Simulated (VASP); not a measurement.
# Cd3HgSe4 (I-42m) in VASP: single point with PBE

Aim: the single point of Cd3HgSe4 with PBE.

Program: VASP 6.6.1. These are calculated values, not measurements. Logs are shortened: lines on timing, memory, paths and dates and some standing lists are left out, and cuts for length are marked.

**1. The cell of the first run**

Symmetry: I-42m, No. 121, tetragonal system. Conventional cell: a = 6.212 Å, b = 6.212 Å, c = 12.426 Å, α = 90.00°, β = 90.00°, γ = 90.00°. Within 3.5 Å of Cd (site symmetry -42m) lie 4 Se at 2.68 Å. Cd (site symmetry -4) has 4 Se at 2.68 Å within 3.5 Å. Within 3.6 Å of Hg (site symmetry -42m) lie 4 Se at 2.71 Å. Within 3.5 Å of Se (site symmetry m) lie 3 Cd at 2.68 Å and 1 Hg at 2.71 Å.

**2. Single point, PBE**

The input, POSCAR:

```
Cd3HgSe4
1.0
   -3.1058282083      3.1058282083      6.2128345755
    3.1058282083     -3.1058282083      6.2128345755
    3.1058282083      3.1058282083     -6.2128345755
Cd Hg Se
3 1 4
Direct
    0.5000000000      0.5000000000      0.0000000000
    0.2500000000      0.7500000000      0.5000000000
    0.7500000000      0.2500000000      0.5000000000
    0.0000000000      0.0000000000      0.0000000000
    0.8740334886      0.8740334886      0.4962751213
    0.3777583672      0.3777583672      0.5037248787
    0.1259665114      0.6222416328      0.0000000000
    0.6222416328      0.1259665114      0.0000000000
```

The input, INCAR.step1:

```
SYSTEM = Cd3HgSe4
  ALGO = Normal
  EDIFF = 1E-7
  ENCUT = 520
  GGA = PE
  ISIF = 2
  ISMEAR = 0
  KPAR = 4
  LASPH = .True.
  LCHARG = .True.
  LREAL = .False.
  LWAVE = .False.
  NBANDS = 46
  NELM = 60
  PREC = Accurate
  SIGMA = 0.01
```

The input, KPOINTS.step1:

```
k-points
0
Gamma
  8 8 8
  0 0 0
```

The input, INCAR.step2:

```
SYSTEM = Cd3HgSe4
  ALGO = Normal
  EDIFF = 1E-7
  ENCUT = 520
  GGA = PE
  ICHARG = 11
  ISIF = 2
  ISMEAR = -5
  KPAR = 4
  LASPH = .True.
  LCHARG = .False.
  LORBIT = 11
  LREAL = .False.
  LWAVE = .False.
  NEDOS = 1001
  NELM = 60
  PREC = Accurate
  SIGMA = 0.01
```

The input, KPOINTS.step2:

```
k-points
0
Gamma
  12 12 12
  0 0 0
```

Potentials or basis: VASP PAW PBE potentials, release 64 (Cd, Hg, Se).

The run is started by

```
cat potpaw_PBE.64/Cd/POTCAR potpaw_PBE.64/Hg/POTCAR potpaw_PBE.64/Se/POTCAR > POTCAR
cp INCAR.step1 INCAR
cp KPOINTS.step1 KPOINTS
mpirun -np 4 vasp_std > vasp.out
cp INCAR.step2 INCAR
cp KPOINTS.step2 KPOINTS
mpirun -np 4 vasp_std > vasp.out
```

OUTCAR:

```text
SYSTEM = Cd3HgSe4
   EDIFF = 1E-7
   ENCUT = 520
   GGA = PE
   ICHARG = 11
   ISIF = 2
   ISMEAR = -5
   LASPH = .True.
   LORBIT = 11
   LREAL = .False.
   NELM = 60
   PREC = Accurate

 ion  position               nearest neighbor table
   1  0.500  0.500  0.000-   6 2.68   7 2.68   8 2.68   5 2.68
   2  0.250  0.750  0.500-   5 2.68   8 2.68   7 2.68   6 2.68
   3  0.750  0.250  0.500-   5 2.68   7 2.68   8 2.68   6 2.68
   4  0.000  0.000  0.000-   6 2.71   7 2.71   8 2.71   5 2.71
   5  0.874  0.874  0.496-   1 2.68   2 2.68   3 2.68   4 2.71
   6  0.378  0.378  0.504-   1 2.68   2 2.68   3 2.68   4 2.71
   7  0.126  0.622  0.000-   1 2.68   2 2.68   3 2.68   4 2.71
   8  0.622  0.126  0.000-   1 2.68   3 2.68   2 2.68   4 2.71

  LATTYP: Found a body centered tetragonal cell.
 ALAT       =     6.2116564166
 C/A-ratio  =     2.0003793381

  Lattice vectors:

 A1 = (  -3.1058282083,   3.1058282083,   6.2128345755)
 A2 = (   3.1058282083,  -3.1058282083,   6.2128345755)
 A3 = (   3.1058282083,   3.1058282083,  -6.2128345755)

Analysis of symmetry for initial positions (statically):
=====================================================================
 Subroutine PRICEL returns:
 Original cell was already a primitive cell.

 Routine SETGRP: Setting up the symmetry group for a
 body centered tetragonal supercell.

 Subroutine GETGRP returns: Found  8 space group operations
 (whereof  8 operations were pure point group operations)
 out of a pool of 16 trial point group operations.

The static configuration has the point symmetry D_2d.

Analysis of symmetry for dynamics (positions and initial velocities):
=====================================================================
 Subroutine PRICEL returns:
 Original cell was already a primitive cell.

 Routine SETGRP: Setting up the symmetry group for a
 body centered tetragonal supercell.

 Subroutine GETGRP returns: Found  8 space group operations
 (whereof  8 operations were pure point group operations)
 out of a pool of 16 trial point group operations.

The dynamic configuration has the point symmetry D_2d.

 Subroutine INISYM returns: Found  8 space group operations
 (whereof  8 operations are pure point group operations),
 and found     1 'primitive' translations

----------------------------------------------------------------------------------------

                                     Primitive cell

  volume of cell :     239.7202

  direct lattice vectors                    reciprocal lattice vectors
    -3.105828208  3.105828208  6.212834575     0.000000000  0.160987655  0.080478563
     3.105828208 -3.105828208  6.212834575     0.160987655  0.000000000  0.080478563
     3.105828208  3.105828208 -6.212834575     0.160987655  0.160987655  0.000000000

  length of vectors
     7.608656332  7.608656332  7.608656332     0.179982844  0.179982844  0.227670925

  position of ions in fractional coordinates (direct lattice)
     0.500000000  0.500000000  0.000000000
     0.250000000  0.750000000  0.500000000
     0.750000000  0.250000000  0.500000000
     0.000000000  0.000000000  0.000000000
     0.874033489  0.874033489  0.496275121
     0.377758367  0.377758367  0.503724879
     0.125966511  0.622241633  0.000000000
     0.622241633  0.125966511  0.000000000

  ion indices of the primitive-cell ions
   primitive index   ion index
                 1           1
                 2           2
                 3           3
                 4           4
                 5           5
                 6           6
                 7           7
                 8           8

----------------------------------------------------------------------------------------

 KPOINTS: k-points

Automatic generation of k-mesh.
 Grid dimensions read from file:
 generate k-points for:   12   12   12

 Generating k-lattice:

  Cartesian coordinates                     Fractional coordinates (reciprocal lattice)
     0.000000000  0.013415638  0.006706547     0.083333333  0.000000000  0.000000000
     0.013415638  0.000000000  0.006706547     0.000000000  0.083333333  0.000000000
     0.013415638  0.013415638  0.000000000     0.000000000  0.000000000  0.083333333

  Length of vectors
     0.014998570  0.014998570  0.018972577

  Shift w.r.t. Gamma in fractional coordinates (k-lattice)
     0.000000000  0.000000000  0.000000000

 TETIRR: Found   2206 inequivalent tetrahedra from    10368

 Subroutine IBZKPT returns following result:
 ===========================================

 Found    163 irreducible k-points:

 Following reciprocal coordinates:
            Coordinates               Weight
  0.000000  0.000000  0.000000      1.000000
  0.083333  0.000000  0.000000      8.000000
  0.166667  0.000000 -0.000000      8.000000
  0.250000  0.000000  0.000000      8.000000
  0.333333  0.000000 -0.000000      8.000000
  0.416667  0.000000 -0.000000      8.000000
[... 16 lines left out ...]
  0.500000  0.166667 -0.000000     16.000000
 -0.416667  0.166667  0.000000     16.000000
 [... further k-points ...]
   k-points           NKPTS =    163   k-points in BZ     NKDIM =    163   number of bands    NBANDS=     43
   number of dos      NEDOS =   1001   number of ions     NIONS =      8
   total plane-waves  NPLWV = 216000
   dimension x,y,z NGX =    60 NGY =   60 NGZ =   60
   dimension x,y,z NGXF=   120 NGYF=  120 NGZF=  120
   ions per type =               3   1   4
   NGX,Y,Z   is equivalent  to a cutoff of  13.11, 13.11, 13.11 a.u.
   NGXF,Y,Z  is equivalent  to a cutoff of  26.22, 26.22, 26.22 a.u.
 SYSTEM =  Cd3HgSe4
   PREC   = accura    normal or accurate (medium, high low for compatibility)
   ISTART =      0    job   : 0-new  1-cont  2-samecut
   ICHARG =     11    charge: 1-file 2-atom 10-const
   ISPIN  =      1    spin polarized calculation?
   LNONCOLLINEAR =      F non collinear calculations
   LSORBIT =      F    spin-orbit coupling
   LASPH  =      T    aspherical Exc in radial PAW
   ENCUT  =  520.0 eV  38.22 Ry    6.18 a.u.  14.15 14.15 14.15*2*pi/ulx,y,z
   NELM   =     60;   NELMIN=  2; NELMDL=  0     # of ELM steps
   EDIFF  = 0.1E-06   stopping-criterion for ELM
   LREAL  =      F    real-space projection
   EDIFFG = 0.1E-05   stopping-criterion for IOM
   NSW    =      0    number of steps for IOM
   IBRION =     -1    ionic relax: 0-MD 1-quasi-New 2-CG
   NFREE  =      0    steps in history (QN), initial steepest desc. (CG)
   ISIF   =      2    stress and relaxation
   ISYM   =      2    0-nonsym 1-usesym 2-fastsym
   POTIM  = 0.5000    time-step for ionic-motion
   TEBEG  =    0.0;   TEEND  =   0.0 temperature during run
   PSTRESS=    0.0 pullay stress
   NELECT =      72.0000    total number of electrons
   NUPDOWN=      -1.0000    fix difference up-down
   EMIN   =  10.00;   EMAX   =-10.00  energy-range for DOS
   EFERMI =   0.00;   METHOD = LEGACY
   ISMEAR =    -5;   SIGMA  =   0.01  broadening in eV -4-tet -1-fermi 0-gaus
   EFERMI_NEDOS =   21; number of points for ismear=-14 and -15
   IALGO  =     38    algorithm
   IMIX   =      4    mixing-type and parameters
     AMIX     =   0.40;   BMIX     =  1.00
     AMIX_MAG =   1.60;   BMIX_MAG =  1.00
  volume/ion in A,a.u.               =      29.97       202.21
  Fermi-wavevector in a.u.,A,eV,Ry     =   1.096354  2.071809 16.354094  1.201992
  Thomas-Fermi vector in A             =   2.232694
   LORBIT       =     11    0 simple, 1 ext, 2 COOP (PROOUT), +10 PAW based schemes
   GGA     = PE    functional components
   LHFCALC =     F    Hartree Fock is set to
   AEXX    =    0.0000 exact exchange contribution
   IVDW    =     0    specifies the selected vdW correction
   LEPSILON=     F    determine dielectric tensor
   LRPA    =     F    only Hartree local field effects (RPA)
 non-spin polarized calculation
 Fermi weights with tetrahedron method with Bloechl corrections
  energy-cutoff  :      520.00
  volume of cell :      239.72
 maximum number of plane-waves:      6499
 NGX is ok and might be reduce to    60

 number of electron      72.0000006 magnetization

 Free energy of the ion-electron system (eV)
  ---------------------------------------------------
  ext. energy  EPLUGINS =         0.00000000
  ---------------------------------------------------
  free energy    TOTEN  =       -20.56439384 eV

  energy without entropy =      -20.56439384  energy(sigma->0) =      -20.56439384

 E-fermi :   0.6384     XC(G=0):  -8.6389

 val. band max:        0.6303372358   @ k =   0.0000   0.0000   0.0000
 cond. band min:       0.7351948125   @ k =   0.0000   0.0000   0.0000
 fundamental gap:      0.1048575768
 Fermi energy:         0.6384289013

 k-point     1 :       0.0000    0.0000    0.0000
  band No.  band energies     occupation
      1     -11.8195      2.00000
      2     -11.3686      2.00000
      3     -11.3686      2.00000
      4     -11.3681      2.00000
      5      -7.1852      2.00000
      6      -7.1852      2.00000
[... 35 lines left out ...]
     42       5.8419      0.00000
     43       5.8419      0.00000

 k-point     2 :       0.0833    0.0000    0.0000
  band No.  band energies     occupation
      1     -11.8101      2.00000
      2     -11.3729      2.00000
      3     -11.3718      2.00000
      4     -11.3700      2.00000
      5      -7.1829      2.00000
      6      -7.1823      2.00000
[... 35 lines left out ...]
     42       5.7709      0.00000
     43       5.8055      0.00000

 k-point     3 :       0.1667    0.0000   -0.0000
  band No.  band energies     occupation
      1     -11.7827      2.00000
      2     -11.3873      2.00000
      3     -11.3796      2.00000
      4     -11.3752      2.00000
      5      -7.1776      2.00000
      6      -7.1749      2.00000
[... 35 lines left out ...]
     42       5.6373      0.00000
     43       5.8265      0.00000

 k-point     4 :       0.2500    0.0000    0.0000
  band No.  band energies     occupation
      1     -11.7399      2.00000
      2     -11.4137      2.00000
      3     -11.3887      2.00000
      4     -11.3825      2.00000
      5      -7.1704      2.00000
      6      -7.1640      2.00000
[... 863 lines left out ...]
     42       5.8839      0.00000
     43       5.9752      0.00000

 k-point    23 :       0.5000    0.1667   -0.0000
  band No.  band energies     occupation
      1     -11.5696      2.00000
      2     -11.5265      2.00000
      3     -11.4307      2.00000
      4     -11.3956      2.00000
      5      -7.1447      2.00000
      6      -7.1368      2.00000
[... 35 lines left out ...]
     42       5.9491      0.00000
     43       6.1729      0.00000

 k-point    24 :      -0.4167    0.1667    0.0000
  band No.  band energies     occupation
      1     -11.6254      2.00000
      2     -11.4808      2.00000
      3     -11.4277      2.00000
      4     -11.3886      2.00000
      5      -7.1516      2.00000
      6      -7.1448      2.00000
[... 35 lines left out ...]
     42       5.8273      0.00000
     43       6.1629      0.00000

 [... further k-points ...]
[... 5 lines left out ...]
  --------------------------------------------------------------------------------------
  -------------------------------------------------------------------------------------
  Total        0.3478724      0.3478724      0.3491871      0.0000000      0.0000000      0.0000000
  in kB        2.3250158      2.3250158      2.3338029      0.0000000      0.0000000      0.0000000
  external PRESSURE =       2.3279448 kB  Pullay stress =       0.0000000 kB

 VOLUME and BASIS-vectors are now :
 -----------------------------------------------------------------------------
  energy-cutoff  :      520.00
  volume of cell :      239.72
      direct lattice vectors                 reciprocal lattice vectors
    -3.105828208  3.105828208  6.212834575     0.000000000  0.160987655  0.080478563
     3.105828208 -3.105828208  6.212834575     0.160987655  0.000000000  0.080478563
     3.105828208  3.105828208 -6.212834575     0.160987655  0.160987655  0.000000000

 POSITION                                       TOTAL-FORCE (eV/Angst)
 -----------------------------------------------------------------------------------
      0.00000      0.00000      6.21283        -0.000000     -0.000000     -0.000000
      3.10583      0.00000      3.10642        -0.000000     -0.000000     -0.000000
      0.00000      3.10583      3.10642        -0.000000     -0.000000     -0.000000
      0.00000      0.00000      0.00000        -0.000000     -0.000000     -0.000000
      1.54135      1.54135      7.77718         0.000435      0.000435     -0.001043
      1.56448      1.56448      1.56434        -0.000435     -0.000435     -0.001043
      1.54135     -1.54135      4.64849         0.000435     -0.000435      0.001043
     -1.54135      1.54135      4.64849        -0.000435      0.000435      0.001043
 -----------------------------------------------------------------------------------
    total drift:                               -0.000005     -0.000005     -0.000005

  FREE ENERGIE OF THE ION-ELECTRON SYSTEM (eV)
  ---------------------------------------------------
  free  energy   TOTEN  =       -20.5643938368 eV

  energy  without entropy=      -20.5643938368  energy(sigma->0) =      -20.56439384

 total charge

# of ion       s       p       d       tot
------------------------------------------
    1        0.440   0.285   9.552  10.277
    2        0.439   0.284   9.552  10.276
    3        0.439   0.284   9.552  10.276
    4        0.690   0.353   9.397  10.440
    5        1.451   2.344   0.021   3.816
    6        1.451   2.344   0.021   3.816
    7        1.451   2.344   0.021   3.816
    8        1.451   2.344   0.021   3.816
--------------------------------------------------
tot          7.812  10.583  38.138  56.533
```

It took 17 min on 4 MPI ranks of Oxide Virtual Turin-like, shared host; peak memory 1.5 GiB.

What came out:

```yaml
Valence_electrons_inside_the_program's_atomic_spheres: Cd 10.28; Hg 10.44; Se 3.82
```

Caveat: spin-orbit coupling is left out, which moves the levels of the heavy elements.
